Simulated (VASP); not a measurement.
# BrO2 (fluorite type) (Fm-3m) in VASP: notebook, part 2 of 2

VASP 6.6.1. Earlier steps stand in the parts before.

## 4. Single point, r2SCAN

This run uses another cell than the first one, of 12.46 Å³/atom, 1.063 times its volume.

File POSCAR:

```
BrO2
1.0
    0.0000000000      2.6538524142      2.6538524142
    2.6538524142      0.0000000000      2.6538524142
    2.6538524142      2.6538524142      0.0000000000
Br O
1 2
Direct
    0.0000000000      0.0000000000      0.0000000000
    0.2500000000      0.2500000000      0.2500000000
    0.7500000000      0.7500000000      0.7500000000
```

File INCAR.step1:

```
  PREC = Accurate
  ENCUT = 520
  ISMEAR = -1
  SIGMA = 0.1
  LREAL = False
  LASPH = True
  NELM = 60
  NBANDS = 16
  GGA = PE
  ALGO = Normal
  EDIFF = 1E-4
  LWAVE = True
  LCHARG = False
```

File INCAR.step2:

```
  PREC = Accurate
  ENCUT = 520
  EDIFF = 1E-7
  ISMEAR = -1
  SIGMA = 0.1
  LREAL = False
  LASPH = True
  NELM = 60
  ALGO = Normal
  ISIF = 2
  LWAVE = False
  LCHARG = False
  METAGGA = R2SCAN
  LMIXTAU = True
  NBANDS = 16
  ISTART = 1
```

File KPOINTS:

```
Automatic mesh
0
Gamma
  11 11 11
```

Potentials or basis: VASP PAW PBE potentials, release 64 (Br, O).

Launch:

```bash
$ cat potpaw_PBE.64/Br/POTCAR potpaw_PBE.64/O/POTCAR > POTCAR
$ cp INCAR.step1 INCAR
$ mpirun -np 1 vasp_std > vasp.out
$ cp INCAR.step2 INCAR
$ mpirun -np 1 vasp_std > vasp.out
```

OUTCAR:

```text
PREC = Accurate
   ENCUT = 520
   EDIFF = 1E-7
   ISMEAR = -1
   LREAL = False
   LASPH = True
   NELM = 60
   ISIF = 2
   METAGGA = R2SCAN
   ISTART = 1

 ion  position               nearest neighbor table
   1  0.000  0.000  0.000-   3 2.30   3 2.30   3 2.30   2 2.30   3 2.30   2 2.30   2 2.30   2 2.30

   2  0.250  0.250  0.250-   1 2.30   1 2.30   1 2.30   1 2.30
   3  0.750  0.750  0.750-   1 2.30   1 2.30   1 2.30   1 2.30

  LATTYP: Found a face centered cubic cell.
 ALAT       =     5.3077048284

  Lattice vectors:

 A1 = (   0.0000000000,   2.6538524142,   2.6538524142)
 A2 = (   2.6538524142,   0.0000000000,   2.6538524142)
 A3 = (   2.6538524142,   2.6538524142,   0.0000000000)

Analysis of symmetry for initial positions (statically):
=====================================================================
 Subroutine PRICEL returns:
 Original cell was already a primitive cell.

 Routine SETGRP: Setting up the symmetry group for a
 face centered cubic supercell.

 Subroutine GETGRP returns: Found 48 space group operations
 (whereof 48 operations were pure point group operations)
[... 160 lines left out ...]
  ---------------------------------------------------
  free energy    TOTEN  =       -21.30344748 eV

  energy without entropy =      -21.26304481  energy(sigma->0) =      -21.28324614

 E-fermi :   4.0880     XC(G=0): -11.3994

 val. band max:        4.0749026544   @ k =  -0.4545   0.3636   0.1818
 cond. band min:       4.1115738511   @ k =   0.0909   0.0909   0.0000
 fundamental gap:      0.0366711967
 Fermi energy:         4.0880257441

 k-point     1 :       0.0000    0.0000    0.0000
  band No.  band energies     occupation
      1     -18.1181      2.00000
      2     -13.8691      2.00000
      3      -9.9600      2.00000
      4      -0.9654      2.00000
      5      -0.9654      2.00000
      6      -0.9654      2.00000
[... 433 lines left out ...]
      3     -11.4896      2.00000
      4      -2.2619      2.00000
      5      -2.2028      2.00000
      6      -1.8269      2.00000
[... 8 lines left out ...]
     15      16.8952      0.00000
     16      20.5454      0.00000

 [... further k-points ...]
[... 5 lines left out ...]
  --------------------------------------------------------------------------------------
  -------------------------------------------------------------------------------------
  Total       -1.1280151     -1.1280151     -1.1280151      0.0000000      0.0000000      0.0000000
  in kB      -48.3465165    -48.3465165    -48.3465165      0.0000000      0.0000000      0.0000000
  external PRESSURE =     -48.3465165 kB  Pullay stress =       0.0000000 kB

 VOLUME and BASIS-vectors are now :
 -----------------------------------------------------------------------------
  energy-cutoff  :      520.00
  volume of cell :       37.38
      direct lattice vectors                 reciprocal lattice vectors
     0.000000000  2.653852414  2.653852414    -0.188405353  0.188405353  0.188405353
     2.653852414  0.000000000  2.653852414     0.188405353 -0.188405353  0.188405353
     2.653852414  2.653852414  0.000000000     0.188405353  0.188405353 -0.188405353

 POSITION                                       TOTAL-FORCE (eV/Angst)
 -----------------------------------------------------------------------------------
      0.00000      0.00000      0.00000        -0.000000     -0.000000     -0.000000
      1.32693      1.32693      1.32693        -0.000000      0.000000      0.000000
      3.98078      3.98078      3.98078         0.000000      0.000000      0.000000
 -----------------------------------------------------------------------------------
    total drift:                                0.000000      0.000000      0.000000

  FREE ENERGIE OF THE ION-ELECTRON SYSTEM (eV)
  ---------------------------------------------------
  free  energy   TOTEN  =       -21.3034474771 eV

  energy  without entropy=      -21.2630448090  energy(sigma->0) =      -21.28324614
```

OUTCAR.step1:

```text
PREC = Accurate
   ENCUT = 520
   ISMEAR = -1
   LREAL = False
   LASPH = True
   NELM = 60
[... 679 lines left out ...]
      0.00000      0.00000      0.00000        -0.000000      0.000000     -0.000000
      1.32693      1.32693      1.32693         0.000000      0.000000     -0.000000
      3.98078      3.98078      3.98078        -0.000000     -0.000000      0.000000
 -----------------------------------------------------------------------------------
    total drift:                                0.000000      0.000000      0.000000

  FREE ENERGIE OF THE ION-ELECTRON SYSTEM (eV)
  ---------------------------------------------------
  free  energy   TOTEN  =        -8.3112502213 eV

  energy  without entropy=       -8.2684121850  energy(sigma->0) =       -8.28983120
```

Run time: 1.7 min. Hardware: 1 thread of Intel Xeon 6975P-C (Granite Rapids), shared host; peak memory 0.18 GiB.

Results:

| Item | Value |
| --- | --- |
| Free energy | -21.3034 eV |
| Pressure | -4.8 GPa |

Caveat: the PAW data sets were made with another functional, which shifts forces and pressure a little; an odd number of electrons without spin polarisation forces a metal; a magnetic or distorted state may lie lower.

## 5. The runs side by side

```tsv
cell	gap on the mesh (eV)	pressure (GPa)
a = 3.677 Å, angles 60.0°, 3 atoms	none	2.5
a = 3.716 Å, angles 60.0°, 3 atoms	none	-1.5
a = 3.753 Å, angles 60.0°, 3 atoms	none	-4.8
```

Alike in all rows: task single point; level r2SCAN; potentials or basis VASP PAW PBE potentials, release 64 (Br, O); no spin polarisation; k mesh 11 × 11 × 11; cutoff (eV) 520; smearing fermi-dirac 0.1 eV.

Caveats: the PAW data sets were made with another functional, which shifts forces and pressure a little; an odd number of electrons without spin polarisation forces a metal; a magnetic or distorted state may lie lower.

Total energies depend on the potentials used, so only differences within one code and one set of settings carry meaning.
